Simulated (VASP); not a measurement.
# TaN (P-6m2) in VASP: further runs

TaN is run at these levels: r2SCAN, PBEsol; tasks: relaxation of the atoms, single point.

All numbers are computed with VASP 6.6.1; they aren't measurements. Logs are shortened: lines on timing, memory, paths and dates and some standing lists are left out, and cuts for length are marked.

### Step 1. The cell of the first run

The structure is hexagonal, space group P-6m2 (No. 187). The conventional cell has a = 2.956 Å, b = 2.956 Å, c = 2.904 Å, α = 90.00°, β = 90.00°, γ = 120.00°. Ta (site symmetry -6m2) has 6 N at 2.24 Å and 8 Ta at 2.90 to 2.96 Å within 3.0 Å. N (site symmetry -6m2) has 6 Ta at 2.24 Å and 8 N at 2.90 to 2.96 Å within 3.0 Å.

### Step 2. Relaxation of the atoms, r2SCAN

Contents of POSCAR:

```
TaN
1.0
    2.9557171400      0.0000000000      0.0000000000
   -1.4778585700      2.5597261300      0.0000000000
    0.0000000000      0.0000000000      2.9040055800
Ta N
1 1
Direct
    0.3333333300      0.6666666700      0.5000000000
    0.0000000000      0.0000000000      0.0000000000
```

Contents of INCAR.step1:

```
SYSTEM = TaN
PREC = Accurate ; ENCUT = 520
ISMEAR = -1 ; SIGMA = 0.1
LREAL = .FALSE. ; LASPH = .TRUE.
NELM = 80 ; GGA = PE
ALGO = Normal ; EDIFF = 1E-4
LWAVE = .TRUE. ; LCHARG = .FALSE.
```

Contents of INCAR.step2:

```
SYSTEM = TaN
PREC = Accurate ; ENCUT = 520
EDIFF = 1E-7 ; ISMEAR = -1
SIGMA = 0.1 ; LREAL = .FALSE.
LASPH = .TRUE. ; NELM = 80
ALGO = Normal ; ISIF = 2
LWAVE = .FALSE. ; LCHARG = .FALSE.
METAGGA = R2SCAN ; LMIXTAU = .TRUE.
IBRION = 2 ; NSW = 50
EDIFFG = -0.01 ; ISTART = 1
```

Contents of KPOINTS:

```
regular mesh
0
G
  13 13 12
  0 0 0
```

Potentials or basis: VASP PAW PBE potentials, release 64 (Ta_pv, N).

Command:

```
> cat potpaw_PBE.64/Ta_pv/POTCAR potpaw_PBE.64/N/POTCAR > POTCAR
> cp INCAR.step1 INCAR
> mpirun -np 1 vasp_std > vasp.out
> cp INCAR.step2 INCAR
> mpirun -np 1 vasp_std > vasp.out
```

OUTCAR:

```text
SYSTEM = TaN
   PREC = Accurate
   ENCUT = 520
   EDIFF = 1E-7
   ISMEAR = -1
   LREAL = .FALSE.
   LASPH = .TRUE.
   NELM = 80
   ISIF = 2
   METAGGA = R2SCAN
   IBRION = 2
   NSW = 50
   EDIFFG = -0.01
   ISTART = 1

 ion  position               nearest neighbor table
   1  0.333  0.667  0.500-   2 2.24   2 2.24   2 2.24   2 2.24   2 2.24   2 2.24
   2  0.000  0.000  0.000-   1 2.24   1 2.24   1 2.24   1 2.24   1 2.24   1 2.24

  LATTYP: Found a hexagonal cell.
 ALAT       =     2.9557171400
 C/A-ratio  =     0.9825045640

  Lattice vectors:

 A1 = (   2.9557171400,   0.0000000000,   0.0000000000)
 A2 = (  -1.4778585700,   2.5597261300,   0.0000000000)
 A3 = (   0.0000000000,   0.0000000000,   2.9040055800)

Analysis of symmetry for initial positions (statically):
=====================================================================
 Subroutine PRICEL returns:
 Original cell was already a primitive cell.

 Routine SETGRP: Setting up the symmetry group for a
 hexagonal supercell.

 Subroutine GETGRP returns: Found 12 space group operations
 (whereof 12 operations were pure point group operations)
 out of a pool of 24 trial point group operations.

The static configuration has the point symmetry D_3h.

Analysis of symmetry for dynamics (positions and initial velocities):
=====================================================================
 Subroutine PRICEL returns:
 Original cell was already a primitive cell.

 Routine SETGRP: Setting up the symmetry group for a
 hexagonal supercell.

 Subroutine GETGRP returns: Found 12 space group operations
 (whereof 12 operations were pure point group operations)
 out of a pool of 24 trial point group operations.

The dynamic configuration has the point symmetry D_3h.

 Subroutine INISYM returns: Found 12 space group operations
 (whereof 12 operations are pure point group operations),
 and found     1 'primitive' translations

----------------------------------------------------------------------------------------

                                     Primitive cell

  volume of cell :      21.9712

  direct lattice vectors                    reciprocal lattice vectors
     2.955717140  0.000000000  0.000000000     0.338327368  0.195333397  0.000000000
    -1.477858570  2.559726130  0.000000000     0.000000000  0.390666794  0.000000000
     0.000000000  0.000000000  2.904005580     0.000000000  0.000000000  0.344351955

  length of vectors
     2.955717140  2.955717140  2.904005580     0.390666794  0.390666794  0.344351955

  position of ions in fractional coordinates (direct lattice)
     0.333333330  0.666666670  0.500000000
     0.000000000  0.000000000  0.000000000

  ion indices of the primitive-cell ions
   primitive index   ion index
                 1           1
                 2           2

----------------------------------------------------------------------------------------

 KPOINTS: regular mesh

Automatic generation of k-mesh.
 Grid dimensions read from file:
 generate k-points for:   13   13   12

 Generating k-lattice:

  Cartesian coordinates                     Fractional coordinates (reciprocal lattice)
     0.026025182  0.015025646  0.000000000     0.076923077 -0.000000000  0.000000000
     0.000000000  0.030051292  0.000000000     0.000000000  0.076923077  0.000000000
     0.000000000  0.000000000  0.028695996     0.000000000  0.000000000  0.083333333

  Length of vectors
     0.030051292  0.030051292  0.028695996

  Shift w.r.t. Gamma in fractional coordinates (k-lattice)
     0.000000000  0.000000000  0.000000000

 Subroutine IBZKPT returns following result:
 ===========================================

 Found    147 irreducible k-points:

 Following reciprocal coordinates:
            Coordinates               Weight
  0.000000  0.000000  0.000000      1.000000
  0.076923  0.000000  0.000000      6.000000
  0.153846 -0.000000  0.000000      6.000000
  0.230769 -0.000000  0.000000      6.000000
  0.307692 -0.000000  0.000000      6.000000
  0.384615  0.000000  0.000000      6.000000
[... 16 lines left out ...]
  0.076923  0.000000  0.083333     12.000000
  0.153846 -0.000000  0.083333     12.000000
 [... further k-points ...]
   k-points           NKPTS =    147   k-points in BZ     NKDIM =    147   number of bands    NBANDS=     12
   number of dos      NEDOS =    301   number of ions     NIONS =      2
   total plane-waves  NPLWV =  13824
   dimension x,y,z NGX =    24 NGY =   24 NGZ =   24
   dimension x,y,z NGXF=    48 NGYF=   48 NGZF=   48
   ions per type =               1   1
   NGX,Y,Z   is equivalent  to a cutoff of  13.50, 13.50, 13.74 a.u.
   NGXF,Y,Z  is equivalent  to a cutoff of  27.00, 27.00, 27.48 a.u.
 SYSTEM =  TaN
   PREC   = accura    normal or accurate (medium, high low for compatibility)
   ISTART =      1    job   : 0-new  1-cont  2-samecut
   ICHARG =      0    charge: 1-file 2-atom 10-const
   ISPIN  =      1    spin polarized calculation?
   LNONCOLLINEAR =      F non collinear calculations
   LSORBIT =      F    spin-orbit coupling
   LASPH  =      T    aspherical Exc in radial PAW
   ENCUT  =  520.0 eV  38.22 Ry    6.18 a.u.   5.50  5.50  5.40*2*pi/ulx,y,z
   NELM   =     80;   NELMIN=  2; NELMDL=  0     # of ELM steps
   EDIFF  = 0.1E-06   stopping-criterion for ELM
   LREAL  =      F    real-space projection
   EDIFFG = -.1E-01   stopping-criterion for IOM
   NSW    =     50    number of steps for IOM
   IBRION =      2    ionic relax: 0-MD 1-quasi-New 2-CG
   NFREE  =      1    steps in history (QN), initial steepest desc. (CG)
   ISIF   =      2    stress and relaxation
   ISYM   =      2    0-nonsym 1-usesym 2-fastsym
   POTIM  = 0.5000    time-step for ionic-motion
   TEBEG  =    0.0;   TEEND  =   0.0 temperature during run
   PSTRESS=    0.0 pullay stress
   NELECT =      16.0000    total number of electrons
   NUPDOWN=      -1.0000    fix difference up-down
   EMIN   =  10.00;   EMAX   =-10.00  energy-range for DOS
   EFERMI =   0.00;   METHOD = LEGACY
   ISMEAR =    -1;   SIGMA  =   0.10  broadening in eV -4-tet -1-fermi 0-gaus
   EFERMI_NEDOS =   21; number of points for ismear=-14 and -15
   IALGO  =     38    algorithm
   IMIX   =      4    mixing-type and parameters
     AMIX     =   0.40;   BMIX     =  1.00
     AMIX_MAG =   1.60;   BMIX_MAG =  1.00
  volume/ion in A,a.u.               =      10.99        74.13
  Fermi-wavevector in a.u.,A,eV,Ry     =   1.472867  2.783315 29.515627  2.169337
  Thomas-Fermi vector in A             =   2.587830
   LORBIT       =      0    0 simple, 1 ext, 2 COOP (PROOUT), +10 PAW based schemes
   METAGGA = R2SCAN    functional components
   LHFCALC =     F    Hartree Fock is set to
   AEXX    =    0.0000 exact exchange contribution
   IVDW    =     0    specifies the selected vdW correction
   LEPSILON=     F    determine dielectric tensor
   LRPA    =     F    only Hartree local field effects (RPA)
 conjugate gradient relaxation of ions
 non-spin polarized calculation
  energy-cutoff  :      520.00
  volume of cell :       21.97
 maximum number of plane-waves:       617
 NGX is ok and might be reduce to    24
   NGX = 11   NGY = 11   NGZ = 11

 number of electron      16.0000001 magnetization

 Free energy of the ion-electron system (eV)
  ---------------------------------------------------
  ext. energy  EPLUGINS =         0.00000000
  ---------------------------------------------------
  free energy    TOTEN  =       -60.39163186 eV

  energy without entropy =      -60.38956453  energy(sigma->0) =      -60.39059820

 E-fermi :   8.0056     XC(G=0): -14.2281

 val. band max:        7.9358661374   @ k =   0.0000   0.0000   0.5000
 cond. band min:       8.0077936439   @ k =   0.0000   0.0000   0.4167
 fundamental gap:      0.0719275066
 Fermi energy:         8.0056150900

 k-point     1 :       0.0000    0.0000    0.0000
  band No.  band energies     occupation
      1     -28.1856      2.00000
      2     -27.9310      2.00000
      3     -27.9310      2.00000
      4     -10.6401      2.00000
      5       3.2868      2.00000
      6       3.2868      2.00000
      7       3.7069      2.00000
      8       4.8901      2.00000
      9      10.3658      0.00000
     10      11.6713      0.00000
     11      11.6713      0.00000
     12      12.1325      0.00000

 k-point     2 :       0.0769    0.0000    0.0000
  band No.  band energies     occupation
      1     -28.1779      2.00000
      2     -27.9930      2.00000
      3     -27.9442      2.00000
      4     -10.5211      2.00000
      5       2.9208      2.00000
      6       3.3785      2.00000
      7       3.8710      2.00000
      8       4.7175      2.00000
      9      10.8115      0.00000
     10      11.4304      0.00000
     11      11.6906      0.00000
     12      12.0701      0.00000

 k-point     3 :       0.1538   -0.0000    0.0000
  band No.  band energies     occupation
      1     -28.1614      2.00000
      2     -28.1563      2.00000
      3     -27.9805      2.00000
      4     -10.1892      2.00000
      5       2.1071      2.00000
      6       3.6269      2.00000
      7       4.2702      2.00000
      8       4.2817      2.00000
      9      10.7750      0.00000
     10      11.7786      0.00000
     11      11.9016      0.00000
     12      11.9763      0.00000
[... 286 lines left out ...]
 k-point    23 :       0.0769    0.0000    0.0833
  band No.  band energies     occupation
      1     -28.2408      2.00000
      2     -27.9872      2.00000
      3     -27.9391      2.00000
      4     -10.3866      2.00000
      5       2.9849      2.00000
      6       3.1880      2.00000
      7       3.4259      2.00000
      8       5.2994      2.00000
      9      10.7457      0.00000
     10      10.7964      0.00000
     11      11.0952      0.00000
     12      12.7529      0.00000

 k-point    24 :       0.1538   -0.0000    0.0833
  band No.  band energies     occupation
      1     -28.2208      2.00000
      2     -28.1515      2.00000
      3     -27.9753      2.00000
      4     -10.0723      2.00000
      5       2.1741      2.00000
      6       3.3341      2.00000
      7       3.6438      2.00000
      8       5.1057      2.00000
      9      10.6138      0.00000
     10      10.7958      0.00000
     11      11.8713      0.00000
     12      12.7630      0.00000

 [... further k-points ...]

------------------------ aborting loop because EDIFF is reached ----------------------------------------

  FORCE on cell =-STRESS in cart. coord.  units (eV):
  Direction    XX          YY          ZZ          XY          YZ          ZX
  --------------------------------------------------------------------------------------
  -------------------------------------------------------------------------------------
  Total       -0.7178235     -0.7178235     -0.7964325      0.0000000      0.0000000      0.0000000
  in kB      -52.3449109    -52.3449109    -58.0772067      0.0000000      0.0000000      0.0000000
  external PRESSURE =     -54.2556762 kB  Pullay stress =       0.0000000 kB

 VOLUME and BASIS-vectors are now :
 -----------------------------------------------------------------------------
  energy-cutoff  :      520.00
  volume of cell :       21.97
      direct lattice vectors                 reciprocal lattice vectors
     2.955717140  0.000000000  0.000000000     0.338327368  0.195333397  0.000000000
    -1.477858570  2.559726130  0.000000000     0.000000000  0.390666794  0.000000000
     0.000000000  0.000000000  2.904005580     0.000000000  0.000000000  0.344351955

 POSITION                                       TOTAL-FORCE (eV/Angst)
 -----------------------------------------------------------------------------------
     -0.00000      1.70648      1.45200         0.000000      0.000000      0.000000
      0.00000      0.00000      0.00000        -0.000000      0.000000      0.000000
 -----------------------------------------------------------------------------------
    total drift:                                0.000003     -0.000002     -0.000000

  FREE ENERGIE OF THE ION-ELECTRON SYSTEM (eV)
  ---------------------------------------------------
  free  energy   TOTEN  =       -60.3916318586 eV

  energy  without entropy=      -60.3895645325  energy(sigma->0) =      -60.39059820

 reached required accuracy - stopping structural energy minimisation
```

It took 98 s on 1 thread of AMD EPYC 9R45 (Zen 5), shared host; peak memory 0.15 GiB.

What came out:

- Free energy: -60.3916 eV
- Pressure after relaxing: -5.4 GPa
- Band gap on the k mesh: zero (bands 8 and 9 overlap by 0.36 eV)

Final structure:
```
CELL_PARAMETERS angstrom
2.95572 0.00000 0.00000
-1.47786 2.55973 0.00000
0.00000 0.00000 2.90401
ATOMIC_POSITIONS crystal
Ta 0.33333 0.66667 0.50000
N 0.00000 0.00000 0.00000
```

Levels at points of the mesh, in eV from the Fermi level:
| k point | band 5 | band 6 | band 7 | band 8 | band 9 | band 10 | band 11 | band 12 |
| --- | --- | --- | --- | --- | --- | --- | --- | --- |
| (0.00, 0.00, 0.00) | -4.72 | -4.72 | -4.30 | -3.12 | 2.36 | 3.67 | 3.67 | 4.13 |
| (0.00, 0.00, 0.50) | -9.59 | -3.88 | -3.88 | -0.07 | -0.07 | 2.32 | 3.58 | 3.58 |

Caveat: the PAW data sets were made with another functional, which shifts forces and pressure a little; spin-orbit coupling is left out, which moves the levels of the heavy elements.

### Step 3. Relaxation of the atoms, r2SCAN

This run uses another cell than the first one, of 11.20 Å³/atom.

Contents of POSCAR:

```
TaN
1.0
    2.9749106400      0.0000000000      0.0000000000
   -1.4874553200      2.5763481900      0.0000000000
    0.0000000000      0.0000000000      2.9228632900
Ta N
1 1
Direct
    0.3333333300      0.6666666700      0.5000000000
    0.0000000000      0.0000000000      0.0000000000
```

Contents of INCAR.step1:

```
SYSTEM = TaN
PREC     = Accurate       ! precision mode
ENCUT    = 520            ! plane-wave cutoff, eV
ISMEAR   = -1             ! smearing method
SIGMA    = 0.1            ! smearing width, eV
LREAL    = .FALSE.        ! projectors in reciprocal space
LASPH    = .TRUE.         ! aspherical terms in the spheres
NELM     = 100            ! most SCF steps
GGA      = PE             ! functional
ALGO     = Normal         ! electronic algorithm
EDIFF    = 1E-4           ! SCF threshold, eV
LWAVE    = .TRUE.         ! write WAVECAR
LCHARG   = .FALSE.        ! write CHGCAR
```

Contents of INCAR.step2:

```
SYSTEM = TaN
PREC     = Accurate       ! precision mode
ENCUT    = 520            ! plane-wave cutoff, eV
EDIFF    = 1E-6           ! SCF threshold, eV
ISMEAR   = -1             ! smearing method
SIGMA    = 0.1            ! smearing width, eV
LREAL    = .FALSE.        ! projectors in reciprocal space
LASPH    = .TRUE.         ! aspherical terms in the spheres
NELM     = 100            ! most SCF steps
ALGO     = Normal         ! electronic algorithm
ISIF     = 2              ! what is computed and relaxed
LWAVE    = .FALSE.        ! write WAVECAR
LCHARG   = .FALSE.        ! write CHGCAR
METAGGA  = R2SCAN         ! meta-GGA
LMIXTAU  = .TRUE.       
IBRION   = 2              ! ionic algorithm
NSW      = 50             ! ionic steps
EDIFFG   = -0.01          ! ionic threshold
ISTART   = 1
```

KPOINTS is that of step 2.

Potentials or basis: VASP PAW PBE potentials, release 64 (Ta_pv, N).

Command:

```
> cat potpaw_PBE.64/Ta_pv/POTCAR potpaw_PBE.64/N/POTCAR > POTCAR
> cp INCAR.step1 INCAR
> mpirun -np 1 vasp_std > vasp.out
> cp INCAR.step2 INCAR
> mpirun -np 1 vasp_std > vasp.out
```

Wall time 2.2 min (1 thread of Intel Xeon 8259CL, shared host); peak memory 0.18 GiB.

Results (log left out):

* Free energy: -60.3689 eV
* Pressure after relaxing: -11.7 GPa
* Band gap on the k mesh: zero (bands 8 and 9 overlap by 0.35 eV)

Stress tensor (GPa, compression positive):
```
-11.27   0.00   0.00
  0.00 -11.27   0.00
  0.00   0.00 -12.53
```

Final structure:
```
CELL_PARAMETERS angstrom
2.97491 0.00000 0.00000
-1.48746 2.57635 0.00000
0.00000 0.00000 2.92286
ATOMIC_POSITIONS crystal
Ta 0.33333 0.66667 0.50000
N 0.00000 0.00000 0.00000
```

Levels at points of the mesh, in eV from the Fermi level:
```tsv
k point	band 6	band 7	band 8	band 9	band 10	band 11
(0.00, 0.00, 0.00)	-4.63	-4.21	-3.09	2.21	3.57	3.57
(0.00, 0.00, 0.50)	-3.81	-3.81	-0.07	-0.07	2.26	3.52
```

Caveat: the PAW data sets were made with another functional, which shifts forces and pressure a little; spin-orbit coupling is left out, which moves the levels of the heavy elements.

### Step 4. Single point, PBEsol

This run uses another cell than the first one, of 10.63 Å³/atom.

Contents of INCAR:

```
SYSTEM = TaN
PREC = Accurate
ENCUT = 520
EDIFF = 1E-6
ISMEAR = -1
SIGMA = 0.1
LREAL = .FALSE.
LASPH = .TRUE.
NELM = 60
ALGO = Normal
ISIF = 2
LWAVE = .FALSE.
LCHARG = .FALSE.
GGA = PS
NBANDS = 15
```

Contents of KPOINTS:

```
regular mesh
0
G
  12 12 11
  0 0 0
```

Contents of POSCAR:

```
TaN
1.0
    2.9239942599      0.0000000000      0.0000000000
   -1.4619971299      2.5322533096      0.0000000000
    0.0000000000      0.0000000000      2.8705873646
Ta N
1 1
Direct
    0.3333333333      0.6666666667      0.5000000000
    0.0000000000      0.0000000000      0.0000000000
```

Command:

```
> cat potpaw_PBE.64/Ta_pv/POTCAR potpaw_PBE.64/N/POTCAR > POTCAR
> mpirun -np 1 vasp_std > vasp.out
```

Run time: 27 s. Hardware: 1 thread of Intel Xeon 8259CL, shared host; peak memory 0.17 GiB.

Results (log left out):

| Item | Value |
| --- | --- |
| Free energy | -23.8069 eV |
| Pressure | 0.9 GPa |
| Band gap on the k mesh | zero (bands 8 and 9 overlap by 0.24 eV) |

Stress tensor (GPa, compression positive):
```
0.79 0.00 0.00
0.00 0.79 0.00
0.00 0.00 1.02
```

Levels at points of the mesh, in eV from the Fermi level:
| k point | band 4 | band 5 | band 6 | band 7 | band 8 | band 9 | band 10 | band 11 | band 12 | band 13 |
| --- | --- | --- | --- | --- | --- | --- | --- | --- | --- | --- |
| (0.00, 0.00, 0.00) | -17.85 | -4.63 | -4.63 | -4.30 | -2.94 | 2.31 | 3.65 | 3.65 | 4.05 | 4.05 |
| (0.50, 0.00, 0.00) | -15.47 | -8.40 | -5.28 | -3.57 | -3.20 | 3.03 | 4.12 | 5.28 | 5.40 | 7.54 |

Caveat: the PAW data sets were made with another functional, which shifts forces and pressure a little; spin-orbit coupling is left out, which moves the levels of the heavy elements.

### Step 5. The runs side by side

```csv
task,level,cell,k mesh,gap on the mesh (eV),pressure (GPa)
relaxation of the atoms,r2SCAN,"atoms relaxed from a = 2.956, b = 2.956, c = 2.904 Å, angles 90.0, 90.0, 120.0°, 2 atoms",13 × 13 × 12,none,-5.4
relaxation of the atoms,r2SCAN,"atoms relaxed from a = 2.975, b = 2.975, c = 2.923 Å, angles 90.0, 90.0, 120.0°, 2 atoms",13 × 13 × 12,none,-11.7
single point,PBEsol,"a = 2.924, b = 2.924, c = 2.871 Å, angles 90.0, 90.0, 120.0°, 2 atoms",12 × 12 × 11,none,0.9
```

Alike in all rows: potentials or basis VASP PAW PBE potentials, release 64 (Ta_pv, N); no spin polarisation; cutoff (eV) 520; smearing fermi-dirac 0.1 eV.

Caveats: the PAW data sets were made with another functional, which shifts forces and pressure a little; spin-orbit coupling is left out, which moves the levels of the heavy elements.

Absolute energies hang on the potentials; compare differences alone.

The gap in the log of VASP goes by the Fermi energy; the results here count the filled bands.